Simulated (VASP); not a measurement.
# Al2GaSb3 in VASP: notebook

Runs on Al2GaSb3. Level: PBE. Tasks: single point.

Everything below comes from runs of VASP 6.6.1. Logs are shortened: lines on timing, memory, paths and dates and some standing lists are left out, and cuts for length are marked.

### Step 1. The cell of the first run

Symmetry: P3m1, No. 156, trigonal system. Conventional cell: a = 4.386 Å, b = 4.386 Å, c = 21.672 Å, α = 90.00°, β = 90.00°, γ = 120.00°. Within 3.5 Å of Al (site symmetry 3m) lie 4 Sb at 2.69 to 2.70 Å. Within 3.5 Å of Al (site symmetry 3m) lie 4 Sb at 2.69 to 2.71 Å. Within 3.5 Å of Al (site symmetry 3m) lie 4 Sb at 2.69 to 2.71 Å. Within 3.5 Å of Al (site symmetry 3m) lie 4 Sb at 2.69 to 2.71 Å. Within 3.5 Å of Ga (site symmetry 3m) lie 4 Sb at 2.69 to 2.70 Å. Ga (site symmetry 3m) has 4 Sb at 2.69 to 2.70 Å within 3.5 Å. Sb (site symmetry 3m) has 4 Al at 2.69 to 2.70 Å within 3.5 Å. Sb (site symmetry 3m) has 3 Al at 2.69 Å and 1 Ga at 2.70 Å within 3.5 Å.

### Step 2. Single point, PBE

INCAR reads:

```
SYSTEM = Al2GaSb3
PREC = Accurate
ENCUT = 520
EDIFF = 1E-7
ISMEAR = 0
SIGMA = 0.1
LREAL = .False.
LASPH = .True.
NELM = 80
ALGO = Normal
ISIF = 2
LWAVE = .False.
LCHARG = .False.
GGA = PE
NBANDS = 46
```

KPOINTS reads:

```
regular mesh
0
Gamma
  6 6 1
  0 0 0
```

POSCAR reads:

```
Al2GaSb3
1.0
    4.3858988000      0.0000000000      0.0000000000
   -2.1929494000      3.7982998000      0.0000000000
    0.0000000000      0.0000000000     21.6724458000
Al Ga Sb
4 2 6
Direct
    0.0000000000      0.0000000000      0.1667870000
    0.6666667000      0.3333333000      0.9998820000
    0.6666667000      0.3333333000      0.3335250000
    0.6666667000      0.3333333000      0.6666060000
    0.0000000000      0.0000000000      0.5004350000
    0.0000000000      0.0000000000      0.8336380000
    0.0000000000      0.0000000000      0.2915540000
    0.0000000000      0.0000000000      0.6249450000
    0.0000000000      0.0000000000      0.9581500000
    0.6666667000      0.3333333000      0.1247310000
    0.6666667000      0.3333333000      0.4583900000
    0.6666667000      0.3333333000      0.7915590000
```

Potentials or basis: VASP PAW PBE potentials, release 64 (Al, Ga_d, Sb).

Launch:

```
$ cat potpaw_PBE.64/Al/POTCAR potpaw_PBE.64/Ga_d/POTCAR potpaw_PBE.64/Sb/POTCAR > POTCAR
$ mpirun -np 1 vasp_std > vasp.out
```

OUTCAR:

```text
SYSTEM = Al2GaSb3
   PREC = Accurate
   ENCUT = 520
   EDIFF = 1E-7
   ISMEAR = 0
   LREAL = .False.
   LASPH = .True.
   NELM = 80
   ISIF = 2
   GGA = PE

 ion  position               nearest neighbor table
   1  0.000  0.000  0.167-  10 2.69  10 2.69  10 2.69   7 2.70
   2  0.667  0.333  1.000-   9 2.69   9 2.69   9 2.69  10 2.71
   3  0.667  0.333  0.334-   7 2.69   7 2.69   7 2.69  11 2.71
   4  0.667  0.333  0.667-   8 2.69   8 2.69   8 2.69  12 2.71
   5  0.000  0.000  0.500-  11 2.69  11 2.69  11 2.69   8 2.70
   6  0.000  0.000  0.834-  12 2.69  12 2.69  12 2.69   9 2.70
   7  0.000  0.000  0.292-   3 2.69   3 2.69   3 2.69   1 2.70
   8  0.000  0.000  0.625-   4 2.69   4 2.69   4 2.69   5 2.70
   9  0.000  0.000  0.958-   2 2.69   2 2.69   2 2.69   6 2.70
  10  0.667  0.333  0.125-   1 2.69   1 2.69   1 2.69   2 2.71
  11  0.667  0.333  0.458-   5 2.69   5 2.69   5 2.69   3 2.71
  12  0.667  0.333  0.792-   6 2.69   6 2.69   6 2.69   4 2.71

  LATTYP: Found a hexagonal cell.
 ALAT       =     4.3858988000
 C/A-ratio  =     4.9413921270

  Lattice vectors:

 A1 = (   4.3858988000,   0.0000000000,   0.0000000000)
 A2 = (  -2.1929494000,   3.7982998000,   0.0000000000)
 A3 = (   0.0000000000,   0.0000000000,  21.6724458000)

Analysis of symmetry for initial positions (statically):
=====================================================================
 Subroutine PRICEL returns:
 Original cell was already a primitive cell.

 Routine SETGRP: Setting up the symmetry group for a
 hexagonal supercell.

 Subroutine GETGRP returns: Found  6 space group operations
 (whereof  6 operations were pure point group operations)
 out of a pool of 24 trial point group operations.

The static configuration has the point symmetry C_3v.

Analysis of symmetry for dynamics (positions and initial velocities):
=====================================================================
 Subroutine PRICEL returns:
 Original cell was already a primitive cell.

 Routine SETGRP: Setting up the symmetry group for a
 hexagonal supercell.

 Subroutine GETGRP returns: Found  6 space group operations
 (whereof  6 operations were pure point group operations)
 out of a pool of 24 trial point group operations.

The dynamic configuration has the point symmetry C_3v.

 Subroutine INISYM returns: Found  6 space group operations
 (whereof  6 operations are pure point group operations),
 and found     1 'primitive' translations

----------------------------------------------------------------------------------------

[... 109 lines left out ...]
   ISMEAR =     0;   SIGMA  =   0.10  broadening in eV -4-tet -1-fermi 0-gaus
   EFERMI_NEDOS =   21; number of points for ismear=-14 and -15
   IALGO  =     38    algorithm
   IMIX   =      4    mixing-type and parameters
     AMIX     =   0.40;   BMIX     =  1.00
     AMIX_MAG =   1.60;   BMIX_MAG =  1.00
  volume/ion in A,a.u.               =      30.09       203.04
  Fermi-wavevector in a.u.,A,eV,Ry     =   0.938410  1.773337 11.981467  0.880613
  Thomas-Fermi vector in A             =   2.065619
   LORBIT       =      0    0 simple, 1 ext, 2 COOP (PROOUT), +10 PAW based schemes
   GGA     = PE    functional components
   LHFCALC =     F    Hartree Fock is set to
   AEXX    =    0.0000 exact exchange contribution
   IVDW    =     0    specifies the selected vdW correction
   LEPSILON=     F    determine dielectric tensor
   LRPA    =     F    only Hartree local field effects (RPA)
 non-spin polarized calculation
 Gauss-broadening in eV      SIGMA  =   0.10
  energy-cutoff  :      520.00
  volume of cell :      361.04
 maximum number of plane-waves:      9742
 NGX is ok and might be reduce to    36
   NGX = 17   NGY = 17   NGZ = 81

 number of electron      67.9999997 magnetization

 Free energy of the ion-electron system (eV)
  ---------------------------------------------------
  ext. energy  EPLUGINS =         0.00000000
  ---------------------------------------------------
  free energy    TOTEN  =       -47.39310598 eV

  energy without entropy =      -47.39219902  energy(sigma->0) =      -47.39265250

 E-fermi :   4.6668     XC(G=0):  -8.6101

 val. band max:        4.5299586737   @ k =   0.0000   0.0000   0.0000
 cond. band min:       4.7810386872   @ k =   0.0000   0.0000   0.0000
 fundamental gap:      0.2510800134
 Fermi energy:         4.6667597814

 k-point     1 :       0.0000    0.0000    0.0000
  band No.  band energies     occupation
      1     -10.3578      2.00000
      2     -10.3552      2.00000
      3     -10.3415      2.00000
      4     -10.3415      2.00000
      5     -10.3388      2.00000
      6     -10.3388      2.00000
[... 332 lines left out ...]
     45       9.4888      0.00000
     46       9.5595      0.00000

------------------------ aborting loop because EDIFF is reached ----------------------------------------

  FORCE on cell =-STRESS in cart. coord.  units (eV):
  Direction    XX          YY          ZZ          XY          YZ          ZX
  --------------------------------------------------------------------------------------
  -------------------------------------------------------------------------------------
  Total        0.3865895      0.3865895      0.2113329     -0.0000000      0.0000000     -0.0000000
  in kB        1.7155559      1.7155559      0.9378250     -0.0000000      0.0000000     -0.0000000
  external PRESSURE =       1.4563123 kB  Pullay stress =       0.0000000 kB

 VOLUME and BASIS-vectors are now :
 -----------------------------------------------------------------------------
  energy-cutoff  :      520.00
  volume of cell :      361.04
      direct lattice vectors                 reciprocal lattice vectors
     4.385898800  0.000000000  0.000000000     0.228003437  0.131637845  0.000000000
    -2.192949400  3.798299800  0.000000000     0.000000000  0.263275690  0.000000000
     0.000000000  0.000000000 21.672445800     0.000000000  0.000000000  0.046141539

 POSITION                                       TOTAL-FORCE (eV/Angst)
 -----------------------------------------------------------------------------------
      0.00000      0.00000      3.61468        -0.000000      0.000000     -0.000568
      2.19295      1.26610     21.66989        -0.000000      0.000000      0.005788
      2.19295      1.26610      7.22830        -0.000000      0.000000      0.012299
      2.19295      1.26610     14.44698        -0.000000      0.000000      0.006956
      0.00000      0.00000     10.84565         0.000000      0.000000     -0.001312
      0.00000      0.00000     18.06697        -0.000000      0.000000     -0.003521
      0.00000      0.00000      6.31869        -0.000000      0.000000      0.003964
      0.00000      0.00000     13.54409         0.000000      0.000000     -0.007159
      0.00000      0.00000     20.76545        -0.000000     -0.000000     -0.007635
      2.19295      1.26610      2.70323         0.000000     -0.000000     -0.007016
      2.19295      1.26610      9.93443        -0.000000      0.000000     -0.003199
      2.19295      1.26610     17.15502         0.000000      0.000000      0.001404
 -----------------------------------------------------------------------------------
    total drift:                               -0.000066      0.000037     -0.007113

  FREE ENERGIE OF THE ION-ELECTRON SYSTEM (eV)
  ---------------------------------------------------
  free  energy   TOTEN  =       -47.3931059808 eV

  energy  without entropy=      -47.3921990250  energy(sigma->0) =      -47.39265250
```

OSZICAR:

```text
N       E                     dE             d eps       ncg     rms          rms(c)
DAV:   1     0.423107299862E+03    0.42311E+03   -0.25289E+04   644   0.137E+03
DAV:   2     0.610783620550E+01   -0.41700E+03   -0.39916E+03   748   0.309E+02
DAV:   3    -0.450876234958E+02   -0.51195E+02   -0.49851E+02   738   0.107E+02
DAV:   4    -0.477449537086E+02   -0.26573E+01   -0.26338E+01   812   0.254E+01
DAV:   5    -0.478182377346E+02   -0.73284E-01   -0.73165E-01   874   0.419E+00    0.804E+00
DAV:   6    -0.474839543653E+02    0.33428E+00   -0.46570E-01   848   0.454E+00    0.482E+00
DAV:   7    -0.473869289976E+02    0.97025E-01   -0.48503E-01   748   0.246E+00    0.718E-01
DAV:   8    -0.473896904105E+02   -0.27614E-02   -0.40012E-02   744   0.143E+00    0.354E-01
DAV:   9    -0.473918160410E+02   -0.21256E-02   -0.84828E-03   796   0.351E-01    0.129E-01
DAV:  10    -0.473925835688E+02   -0.76753E-03   -0.86539E-04   848   0.117E-01    0.457E-02
DAV:  11    -0.473929847356E+02   -0.40117E-03   -0.27475E-04   724   0.573E-02    0.295E-02
DAV:  12    -0.473930929517E+02   -0.10822E-03   -0.12288E-04   726   0.364E-02    0.638E-03
DAV:  13    -0.473931040569E+02   -0.11105E-04   -0.18302E-05   764   0.180E-02    0.620E-03
DAV:  14    -0.473931046279E+02   -0.57103E-06   -0.11619E-06   788   0.546E-03    0.233E-03
DAV:  15    -0.473931059001E+02   -0.12722E-05   -0.13984E-06   668   0.401E-03    0.106E-03
DAV:  16    -0.473931059808E+02   -0.80679E-07   -0.44370E-08   466   0.109E-03
   1 F= -.47393106E+02 E0= -.47392653E+02  d E =-.906956E-03
```

stdout:

```text
POSCAR found type information on POSCAR AlGaSb
 POSCAR found :  3 types and      12 ions
 scaLAPACK will be used
 LDA part: xc-table for (Slater+PW92), standard interpolation
 POSCAR, INCAR and KPOINTS ok, starting setup
 FFT: planning ... GRIDC
 FFT: planning ... GRID_SOFT
 FFT: planning ... GRID
 WAVECAR not read
 entering main loop
```

Run time: 4.9 min. Hardware: 1 thread of Intel Xeon 8259CL, shared host; peak memory 0.53 GiB.

Results:

- Free energy: -47.3931 eV
- Pressure: 0.1 GPa
- Largest force: 0.012 eV/Å
- Band gap on the k mesh: 0.25 eV

Forces in eV/Å, atoms in the order of the input:
```
Al   0.000  0.000 -0.001
Al   0.000  0.000  0.006
Al   0.000  0.000  0.012
Al   0.000  0.000  0.007
Ga   0.000  0.000 -0.001
Ga   0.000  0.000 -0.004
Sb   0.000  0.000  0.004
Sb   0.000  0.000 -0.007
Sb   0.000  0.000 -0.008
Sb   0.000  0.000 -0.007
Sb   0.000  0.000 -0.003
Sb   0.000  0.000  0.001
```

Stress tensor (GPa, compression positive):
```
0.17 0.00 0.00
0.00 0.17 0.00
0.00 0.00 0.09
```

Levels at points of the mesh, in eV from the valence-band top:
| k point | band 31 | band 32 | band 33 | band 34 | band 35 | band 36 | band 37 | band 38 |
| --- | --- | --- | --- | --- | --- | --- | --- | --- |
| (0.00, 0.00, 0.00) | -0.30 | -0.20 | 0.00 | 0.00 | 0.25 | 0.69 | 0.97 | 1.16 |
| (0.50, 0.00, 0.00) | -1.54 | -1.48 | -1.44 | -1.05 | 0.75 | 0.92 | 1.11 | 1.27 |

Caveat: spin-orbit coupling is left out, which moves the levels of the heavy elements.

[end of part 1 of 2]
